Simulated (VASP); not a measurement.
# LaSn11O24 (a cell with a defect) (Cassiterite) in VASP: further runs

LaSn11O24 (a cell with a defect) (Cassiterite) is run at these levels: PBE; tasks: single point.

All numbers are computed with VASP 6.6.1; they aren't measurements. Logs are shortened: lines on timing, memory, paths and dates and some standing lists are left out, and cuts for length are marked.

### Step 1. The cell of the first run

The cell holds a defect, 36 atoms: a = 6.701 Å, b = 6.701 Å, c = 9.559 Å, α = 90.00°, β = 90.00°, γ = 90.00°.

### Step 2. Single point, PBE

INCAR

```
SYSTEM = LaSn11O24
PREC = Accurate
ENCUT = 520
EDIFF = 1E-6
ISMEAR = -1
SIGMA = 0.01
LREAL = Auto
LASPH = .True.
NELM = 100
ALGO = Normal
ISIF = 2
LWAVE = .False.
LCHARG = .False.
GGA = PE
NBANDS = 178
NELECT = 310.0
```

KPOINTS

```
regular mesh
0
Gamma
  3 3 2
  0 0 0
```

POSCAR

```
LaSn11O24
1.0
    4.7380000000      4.7380000000      0.0000000000
   -4.7380000000      4.7380000000      0.0000000000
    0.0000000000      0.0000000000      9.5595000000
La Sn O
1 11 24
Direct
    0.0000000000      0.0000000000      0.0000000000
    0.0000000000      0.0000000000      0.3385558295
    0.0000000000      0.0000000000      0.6614441705
    0.5000000000      0.5000000000      0.0000000000
    0.5000000000      0.5000000000      0.3345670645
    0.5000000000      0.5000000000      0.6654329355
    0.5000000000      0.0000000000      0.1685212479
    0.5000000000      0.0000000000      0.5000000000
    0.5000000000      0.0000000000      0.8314787521
    0.0000000000      0.5000000000      0.1720959800
    0.0000000000      0.5000000000      0.5000000000
    0.0000000000      0.5000000000      0.8279040200
    0.3226528670      0.0000000000      0.0000000000
    0.3064570462      0.0000000000      0.3346611162
    0.3064570462      0.0000000000      0.6653388838
    0.8077248695      0.5000000000      0.0000000000
    0.8012491987      0.5000000000      0.3383278983
    0.8012491987      0.5000000000      0.6616721017
    0.5000000000      0.3067943118      0.1675762991
    0.5000000000      0.3039971537      0.5000000000
    0.5000000000      0.3067943118      0.8324237009
    0.0000000000      0.7918572623      0.1901132633
    0.0000000000      0.8041872546      0.5000000000
    0.0000000000      0.7918572623      0.8098867367
    0.6773471330      0.0000000000      0.0000000000
    0.6935429538      0.0000000000      0.3346611162
    0.6935429538      0.0000000000      0.6653388838
    0.1922751305      0.5000000000      0.0000000000
    0.1987508013      0.5000000000      0.3383278983
    0.1987508013      0.5000000000      0.6616721017
    0.5000000000      0.6932056882      0.1675762991
    0.5000000000      0.6960028463      0.5000000000
    0.5000000000      0.6932056882      0.8324237009
    0.0000000000      0.2081427377      0.1901132633
    0.0000000000      0.1958127454      0.5000000000
    0.0000000000      0.2081427377      0.8098867367
```

Potentials or basis: VASP PAW PBE potentials, release 64 (La, Sn_d, O).

On the command line:

```sh
$ cat potpaw_PBE.64/La/POTCAR potpaw_PBE.64/Sn_d/POTCAR potpaw_PBE.64/O/POTCAR > POTCAR
$ mpirun -np 1 vasp_std > vasp.out
```

OUTCAR:

```text
SYSTEM = LaSn11O24
   PREC = Accurate
   ENCUT = 520
   EDIFF = 1E-6
   ISMEAR = -1
   LREAL = Auto
   LASPH = .True.
   NELM = 100
   ISIF = 2
   GGA = PE
   NELECT = 310.0

 ion  position               nearest neighbor table
   1  0.000  0.000  0.000-  13 2.16  25 2.16  24 2.29  22 2.29  34 2.29  36 2.29   2 3.24   3 3.24
                             7 3.72   9 3.72   7 3.72   9 3.72
   2  0.000  0.000  0.339-  22 1.99  34 1.99  23 2.03  35 2.03  14 2.05  26 2.05   3 3.09   1 3.24
                             8 3.69  11 3.69  11 3.69   8 3.69  10 3.71  10 3.71   7 3.72   7 3.72
   3  0.000  0.000  0.661-  24 1.99  36 1.99  35 2.03  23 2.03  15 2.05  27 2.05   2 3.09   1 3.24
                             8 3.69  11 3.69  11 3.69   8 3.69  12 3.71  12 3.71   9 3.72   9 3.72
   4  0.500  0.500  0.000-  19 2.06  21 2.06  31 2.06  33 2.06  16 2.06  28 2.06   5 3.20   6 3.20
                             7 3.72   9 3.72   7 3.72   9 3.72  10 3.73  12 3.73  10 3.73  12 3.73
   5  0.500  0.500  0.335-  17 2.02  29 2.02  19 2.06  31 2.06  20 2.06  32 2.06   6 3.16   4 3.20
                            10 3.69  10 3.69  11 3.70   8 3.70   8 3.70  11 3.70   7 3.71   7 3.71
   6  0.500  0.500  0.665-  18 2.02  30 2.02  21 2.06  33 2.06  32 2.06  20 2.06   5 3.16   4 3.20
                            12 3.69  12 3.69   8 3.70   8 3.70  11 3.70  11 3.70   9 3.71   9 3.71
   7  0.500  0.000  0.169-  13 2.00  25 2.00  14 2.05  26 2.05  19 2.06  31 2.06   8 3.17   9 3.22
                             5 3.71   5 3.71   1 3.72   4 3.72   4 3.72   1 3.72   2 3.72   2 3.72
   8  0.500  0.000  0.500-  20 2.04  32 2.04  14 2.04  26 2.04  27 2.04  15 2.04   7 3.17   9 3.17
                             2 3.69   3 3.69   2 3.69   3 3.69   5 3.70   6 3.70   5 3.70   6 3.70
   9  0.500  0.000  0.831-  13 2.00  25 2.00  15 2.05  27 2.05  21 2.06  33 2.06   8 3.17   7 3.22
                             6 3.71   6 3.71   1 3.72   4 3.72   4 3.72   1 3.72   3 3.72   3 3.72
  10  0.000  0.500  0.172-  22 1.96  34 1.96  29 2.07  17 2.07  16 2.09  28 2.09  11 3.13  12 3.29
                             5 3.69   5 3.69   2 3.71   2 3.71   4 3.73   4 3.73
  11  0.000  0.500  0.500-  23 2.04  35 2.04  17 2.04  29 2.04  30 2.04  18 2.04  10 3.13  12 3.13
                             2 3.69   3 3.69   2 3.69   3 3.69   5 3.70   6 3.70   5 3.70   6 3.70
  12  0.000  0.500  0.828-  24 1.96  36 1.96  30 2.07  18 2.07  16 2.09  28 2.09  11 3.13  10 3.29
                             6 3.69   6 3.69   3 3.71   3 3.71   4 3.73   4 3.73
  13  0.323  0.000  0.000-   7 2.00   9 2.00   1 2.16
  14  0.306  0.000  0.335-   8 2.04   7 2.05   2 2.05
  15  0.306  0.000  0.665-   8 2.04   9 2.05   3 2.05
  16  0.808  0.500  0.000-   4 2.06  10 2.09  12 2.09
  17  0.801  0.500  0.338-   5 2.02  11 2.04  10 2.07
  18  0.801  0.500  0.662-   6 2.02  11 2.04  12 2.07
[... 16 lines left out ...]
  35  0.000  0.196  0.500-   2 2.03   3 2.03  11 2.04
  36  0.000  0.208  0.810-  12 1.96   3 1.99   1 2.29

  LATTYP: Found a simple tetragonal cell.
 ALAT       =     6.7005438585
 C/A-ratio  =     1.4266752374

  Lattice vectors:

 A1 = (   4.7380000000,   4.7380000000,   0.0000000000)
 A2 = (  -4.7380000000,   4.7380000000,   0.0000000000)
 A3 = (   0.0000000000,   0.0000000000,   9.5595000000)

Analysis of symmetry for initial positions (statically):
=====================================================================
 Subroutine PRICEL returns:
 Original cell was already a primitive cell.

 Routine SETGRP: Setting up the symmetry group for a
 simple tetragonal supercell.

 Subroutine GETGRP returns: Found  8 space group operations
 (whereof  8 operations were pure point group operations)
 out of a pool of 16 trial point group operations.

The static configuration has the point symmetry D_2h.

Analysis of symmetry for dynamics (positions and initial velocities):
=====================================================================
 Subroutine PRICEL returns:
 Original cell was already a primitive cell.

 Routine SETGRP: Setting up the symmetry group for a
 simple tetragonal supercell.

 Subroutine GETGRP returns: Found  8 space group operations
 (whereof  8 operations were pure point group operations)
 out of a pool of 16 trial point group operations.

The dynamic configuration has the point symmetry D_2h.

 Subroutine INISYM returns: Found  8 space group operations
 (whereof  8 operations are pure point group operations),
 and found     1 'primitive' translations

----------------------------------------------------------------------------------------

                                     Primitive cell

  volume of cell :     429.1956

[... 92 lines left out ...]

 Generating k-lattice:

  Cartesian coordinates                     Fractional coordinates (reciprocal lattice)
     0.035176586  0.035176586  0.000000000     0.333333333  0.000000000  0.000000000
    -0.035176586  0.035176586  0.000000000     0.000000000  0.333333333  0.000000000
     0.000000000  0.000000000  0.052303991     0.000000000  0.000000000  0.500000000

  Length of vectors
     0.049747206  0.049747206  0.052303991

  Shift w.r.t. Gamma in fractional coordinates (k-lattice)
     0.000000000  0.000000000  0.000000000

 Subroutine IBZKPT returns following result:
 ===========================================

 Found      8 irreducible k-points:

 Following reciprocal coordinates:
            Coordinates               Weight
  0.000000  0.000000  0.000000      1.000000
  0.333333  0.000000  0.000000      2.000000
  0.000000  0.333333  0.000000      2.000000
  0.333333  0.333333  0.000000      4.000000
  0.000000  0.000000  0.500000      1.000000
  0.333333  0.000000  0.500000      2.000000
  0.000000  0.333333  0.500000      2.000000
  0.333333  0.333333  0.500000      4.000000
   k-points           NKPTS =      8   k-points in BZ     NKDIM =      8   number of bands    NBANDS=    178
   number of dos      NEDOS =    301   number of ions     NIONS =     36
   total plane-waves  NPLWV = 180000
   dimension x,y,z NGX =    50 NGY =   50 NGZ =   72
   dimension x,y,z NGXF=   100 NGYF=  100 NGZF=  144
   ions per type =               1  11  24
   NGX,Y,Z   is equivalent  to a cutoff of  12.41, 12.41, 12.52 a.u.
   NGXF,Y,Z  is equivalent  to a cutoff of  24.81, 24.81, 25.04 a.u.
 SYSTEM =  LaSn11O24
   PREC   = accura    normal or accurate (medium, high low for compatibility)
   ISTART =      0    job   : 0-new  1-cont  2-samecut
   ICHARG =      2    charge: 1-file 2-atom 10-const
   ISPIN  =      1    spin polarized calculation?
   LNONCOLLINEAR =      F non collinear calculations
   LSORBIT =      F    spin-orbit coupling
   LASPH  =      T    aspherical Exc in radial PAW
   ENCUT  =  520.0 eV  38.22 Ry    6.18 a.u.  12.46 12.46 17.77*2*pi/ulx,y,z
   NELM   =    100;   NELMIN=  2; NELMDL= -5     # of ELM steps
   EDIFF  = 0.1E-05   stopping-criterion for ELM
   LREAL  =      T    real-space projection
   EDIFFG = 0.1E-04   stopping-criterion for IOM
   NSW    =      0    number of steps for IOM
   IBRION =     -1    ionic relax: 0-MD 1-quasi-New 2-CG
   NFREE  =      0    steps in history (QN), initial steepest desc. (CG)
   ISIF   =      2    stress and relaxation
   ISYM   =      2    0-nonsym 1-usesym 2-fastsym
   POTIM  = 0.5000    time-step for ionic-motion
   TEBEG  =    0.0;   TEEND  =   0.0 temperature during run
   PSTRESS=    0.0 pullay stress
   NELECT =     310.0000    total number of electrons
   NUPDOWN=      -1.0000    fix difference up-down
   EMIN   =  10.00;   EMAX   =-10.00  energy-range for DOS
   EFERMI =   0.00;   METHOD = LEGACY
   ISMEAR =    -1;   SIGMA  =   0.01  broadening in eV -4-tet -1-fermi 0-gaus
   EFERMI_NEDOS =   21; number of points for ismear=-14 and -15
   IALGO  =     38    algorithm
   IMIX   =      4    mixing-type and parameters
     AMIX     =   0.40;   BMIX     =  1.00
     AMIX_MAG =   1.60;   BMIX_MAG =  1.00
  volume/ion in A,a.u.               =      11.92        80.45
  Fermi-wavevector in a.u.,A,eV,Ry     =   1.468848  2.775721 29.354781  2.157516
  Thomas-Fermi vector in A             =   2.584297
   LORBIT       =      0    0 simple, 1 ext, 2 COOP (PROOUT), +10 PAW based schemes
   GGA     = PE    functional components
   LHFCALC =     F    Hartree Fock is set to
   AEXX    =    0.0000 exact exchange contribution
   IVDW    =     0    specifies the selected vdW correction
   LEPSILON=     F    determine dielectric tensor
   LRPA    =     F    only Hartree local field effects (RPA)
 non-spin polarized calculation
  energy-cutoff  :      520.00
  volume of cell :      429.20
 maximum number of plane-waves:     11628
 NGX is ok and might be reduce to    50
   NGX = 25   NGY = 25   NGZ = 35

 number of electron     310.0000040 magnetization

 Free energy of the ion-electron system (eV)
  ---------------------------------------------------
  ext. energy  EPLUGINS =         0.00000000
  ---------------------------------------------------
  free energy    TOTEN  =      -217.54481105 eV

  energy without entropy =     -217.54481105  energy(sigma->0) =     -217.54481105

 E-fermi :   7.4539     XC(G=0): -11.3053

 val. band max:        7.1778126007   @ k =   0.0000   0.3333   0.0000
 cond. band min:       7.9908332272   @ k =   0.0000   0.0000   0.0000
 fundamental gap:      0.8130206265
 Fermi energy:         7.4539474338

 k-point     1 :       0.0000    0.0000    0.0000
  band No.  band energies     occupation
      1     -22.0662      2.00000
      2     -14.8616      2.00000
      3     -14.5934      2.00000
      4     -14.5757      2.00000
      5     -14.5401      2.00000
      6     -14.5026      2.00000
[... 1349 lines left out ...]
    166      12.7178      0.00000
    167      13.1696      0.00000
 [bands above 167 left out]

------------------------ aborting loop because EDIFF is reached ----------------------------------------

  FORCE on cell =-STRESS in cart. coord.  units (eV):
  Direction    XX          YY          ZZ          XY          YZ          ZX
  --------------------------------------------------------------------------------------
  -------------------------------------------------------------------------------------
  Total       62.1622453     62.1622453     72.6321409      4.9613171      0.0000000      0.0000000
  in kB      232.0502224    232.0502224    271.1341004     18.5204820      0.0000000      0.0000000
  external PRESSURE =     245.0781817 kB  Pullay stress =       0.0000000 kB

 VOLUME and BASIS-vectors are now :
 -----------------------------------------------------------------------------
  energy-cutoff  :      520.00
  volume of cell :      429.20
      direct lattice vectors                 reciprocal lattice vectors
     4.738000000  4.738000000  0.000000000     0.105529759  0.105529759  0.000000000
    -4.738000000  4.738000000  0.000000000    -0.105529759  0.105529759  0.000000000
     0.000000000  0.000000000  9.559500000     0.000000000  0.000000000  0.104607982

 POSITION                                       TOTAL-FORCE (eV/Angst)
 -----------------------------------------------------------------------------------
      0.00000      0.00000      0.00000        -0.000000      0.000000     -0.000000
      0.00000      0.00000      3.23642        -0.000000      0.000000     -0.018061
      0.00000      0.00000      6.32308        -0.000000      0.000000      0.018061
      0.00000      4.73800      0.00000        -0.000000      0.000000     -0.000000
      0.00000      4.73800      3.19829        -0.000000      0.000000     -0.007563
      0.00000      4.73800      6.36121        -0.000000      0.000000      0.007563
[... 28 lines left out ...]
     -0.92776      0.92776      4.77975        -0.012172      0.012172     -0.000000
     -0.98618      0.98618      7.74211         0.015953     -0.015953      0.044890
 -----------------------------------------------------------------------------------
    total drift:                               -0.000000      0.000000      0.000000

  FREE ENERGIE OF THE ION-ELECTRON SYSTEM (eV)
  ---------------------------------------------------
  free  energy   TOTEN  =      -217.5448110531 eV

  energy  without entropy=     -217.5448110531  energy(sigma->0) =     -217.54481105
```

Run time: 19 min. Hardware: 1 thread of Intel Xeon 6975P-C (Granite Rapids), shared host; peak memory 0.66 GiB.

What came out:

```
Free energy   : -217.5448 eV
Largest force : 0.118 eV/Å
```

Forces on the atoms (eV/Å):
```
La   0.000  0.000  0.000
Sn   0.000  0.000 -0.018
Sn   0.000  0.000  0.018
Sn   0.000  0.000  0.000
Sn   0.000  0.000 -0.008
Sn   0.000  0.000  0.008
Sn   0.000  0.000  0.007
Sn   0.000  0.000  0.000
Sn   0.000  0.000 -0.007
Sn   0.000  0.000 -0.028
Sn   0.000  0.000  0.000
Sn   0.000  0.000  0.028
O   -0.084 -0.084  0.000
O   -0.012 -0.012  0.006
O   -0.012 -0.012 -0.006
O    0.006  0.006  0.000
O   -0.012 -0.012 -0.001
O   -0.012 -0.012  0.001
O    0.012 -0.012  0.008
O    0.014 -0.014  0.000
O    0.012 -0.012 -0.008
O   -0.016  0.016 -0.045
O    0.012 -0.012  0.000
O   -0.016  0.016  0.045
O    0.084  0.084  0.000
O    0.012  0.012  0.006
O    0.012  0.012 -0.006
O   -0.006 -0.006  0.000
O    0.012  0.012 -0.001
O    0.012  0.012  0.001
O   -0.012  0.012  0.008
O   -0.014  0.014  0.000
O   -0.012  0.012 -0.008
O    0.016 -0.016 -0.045
O   -0.012  0.012  0.000
O    0.016 -0.016  0.045
```

Caveat: the cell carries a net charge on a neutralising background, which shifts energy and pressure; the cell is charged against a uniform background, so pressure and absolute levels hang on convention; spin-orbit coupling is left out, which moves the levels of the heavy elements.

### Step 3. Single point, PBE

INCAR

```
PREC = Accurate
ENCUT = 520
EDIFF = 1E-6
ISMEAR = -1
SIGMA = 0.01
LREAL = Auto
LASPH = T
NELM = 100
ALGO = Normal
ISIF = 2
LWAVE = F
LCHARG = F
GGA = PE
NBANDS = 178
NELECT = 310.0
```

KPOINTS

```
regular mesh
0
Gamma
  3 3 2
```

POSCAR

```
LaSn11O24
1.0
    4.7380000000      4.7380000000      0.0000000000
   -4.7380000000      4.7380000000      0.0000000000
    0.0000000000      0.0000000000      9.5595000000
La Sn O
1 11 24
Direct
    0.0000000000      0.0000000000      0.0000000000
    0.0000000000      0.0000000000      0.3333333333
    0.0000000000      0.0000000000      0.6666666667
    0.5000000000      0.5000000000      0.0000000000
    0.5000000000      0.5000000000      0.3333333333
    0.5000000000      0.5000000000      0.6666666667
    0.5000000000      0.0000000000      0.1666666667
    0.5000000000      0.0000000000      0.5000000000
    0.5000000000      0.0000000000      0.8333333333
    0.0000000000      0.5000000000      0.1666666667
    0.0000000000      0.5000000000      0.5000000000
    0.0000000000      0.5000000000      0.8333333333
    0.3071000000      0.0000000000      0.0000000000
    0.3071000000      0.0000000000      0.3333333333
    0.3071000000      0.0000000000      0.6666666667
    0.8071000000      0.5000000000      0.0000000000
    0.8071000000      0.5000000000      0.3333333333
    0.8071000000      0.5000000000      0.6666666667
    0.5000000000      0.3071000000      0.1666666667
    0.5000000000      0.3071000000      0.5000000000
    0.5000000000      0.3071000000      0.8333333333
    0.0000000000      0.8071000000      0.1666666667
    0.0000000000      0.8071000000      0.5000000000
    0.0000000000      0.8071000000      0.8333333333
    0.6929000000      0.0000000000      0.0000000000
    0.6929000000      0.0000000000      0.3333333333
    0.6929000000      0.0000000000      0.6666666667
    0.1929000000      0.5000000000      0.0000000000
    0.1929000000      0.5000000000      0.3333333333
    0.1929000000      0.5000000000      0.6666666667
    0.5000000000      0.6929000000      0.1666666667
    0.5000000000      0.6929000000      0.5000000000
    0.5000000000      0.6929000000      0.8333333333
    0.0000000000      0.1929000000      0.1666666667
    0.0000000000      0.1929000000      0.5000000000
    0.0000000000      0.1929000000      0.8333333333
```

Potentials or basis: VASP PAW PBE potentials, release 64 (La, Sn_d, O).

On the command line:

```sh
$ cat potpaw_PBE.64/La/POTCAR potpaw_PBE.64/Sn_d/POTCAR potpaw_PBE.64/O/POTCAR > POTCAR
$ mpirun -np 1 vasp_std > vasp.out
```

Wall time 22 min (1 thread of Intel Xeon Platinum 8488C (Sapphire Rapids), shared host); peak memory 0.65 GiB.

The run converged. Its results:

```
Free energy   : -214.1220 eV
Largest force : 6.532 eV/Å
```

Forces on the atoms (eV/Å):
```
La   0.000  0.000  0.000
Sn   0.000  0.000 -0.612
Sn   0.000  0.000  0.612
Sn   0.000  0.000  0.000
Sn   0.000  0.000 -0.183
Sn   0.000  0.000  0.183
Sn   0.000  0.000 -1.108
Sn   0.000  0.000  0.000
Sn   0.000  0.000  1.108
Sn   0.000  0.000  0.337
Sn   0.000  0.000  0.000
Sn   0.000  0.000 -0.337
O    3.624  3.624  0.000
O   -0.101 -0.101  0.169
O   -0.101 -0.101 -0.169
O   -0.412 -0.412  0.000
O   -0.492 -0.492  0.365
O   -0.492 -0.492 -0.365
O    0.075 -0.075  0.154
O    0.256 -0.256  0.000
O    0.075 -0.075 -0.154
O    2.977 -2.977  4.994
O    0.208 -0.208  0.000
O    2.977 -2.977 -4.994
O   -3.624 -3.624  0.000
O    0.101  0.101  0.169
O    0.101  0.101 -0.169
O    0.412  0.412  0.000
O    0.492  0.492  0.365
O    0.492  0.492 -0.365
O   -0.075  0.075  0.154
O   -0.256  0.256  0.000
O   -0.075  0.075 -0.154
O   -2.977  2.977  4.994
O   -0.208  0.208  0.000
O   -2.977  2.977 -4.994
```

Levels at points of the mesh, in eV from the Fermi level:
```tsv
k point	band 151	band 152	band 153	band 154	band 155	band 156	band 157	band 158	band 159	band 160
(0.00, 0.00, 0.00)	-2.41	-1.67	-1.19	-0.56	-0.04	0.00	2.86	2.96	3.03	3.05
(0.00, 0.00, 0.50)	-2.07	-1.79	-0.99	-0.74	-0.04	1.05	1.42	3.01	3.09	3.23
```

Caveat: the cell carries a net charge on a neutralising background, which shifts energy and pressure; the cell is charged against a uniform background, so pressure and absolute levels hang on convention; spin-orbit coupling is left out, which moves the levels of the heavy elements.
